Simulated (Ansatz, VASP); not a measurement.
## Zn3GeO: VASP beside Ansatz

```
Zn Ge O
1.0
     4.15153    0.00000    0.00000
     0.00000    4.15153    0.00000
     0.00000    0.00000    4.15153
Zn Ge O
3 1 1
Direct
  0.50000 0.50000 0.00000
  0.00000 0.50000 0.50000
  0.50000 0.00000 0.50000
  0.00000 0.00000 0.00000
  0.50000 0.50000 0.50000
```

Alike in both runs: task relaxation of cell and atoms; functional PBEsol; k mesh 8 × 8 × 8; occupations fermi-dirac, width 0.15 eV; no spin polarisation.

|  | VASP | Ansatz |
| --- | --- | --- |
| version | VASP 6.6.1 | Ansatz 0.2.0 |
| potentials or method | VASP PAW PBE potentials, release 64 (Zn, Ge_d, O), cutoff 600 eV | scalar-relativistic, plane waves, PAW |
| valence electrons in the cell | 56 | 56 |

Ansatz gave:

```
gap on the k mesh at the Fermi level, each at its own relaxed structure (eV) : none
relaxed volume (Å³/atom)                                                     : 14.36
relaxed length of the cell vector where the two differ most in proportion (Å)              : 4.156
```

Question: Estimate VASP's values.

Answer: gap on the k mesh at the Fermi level, each at its own relaxed structure (eV): none; relaxed volume (Å³/atom): 14.42; relaxed length of the cell vector where the two differ most in proportion (Å): 4.162.

VASP's potentials were made for PBE, not for PBEsol. A gap of «none» marks a metal or a gap that the smearing closes.
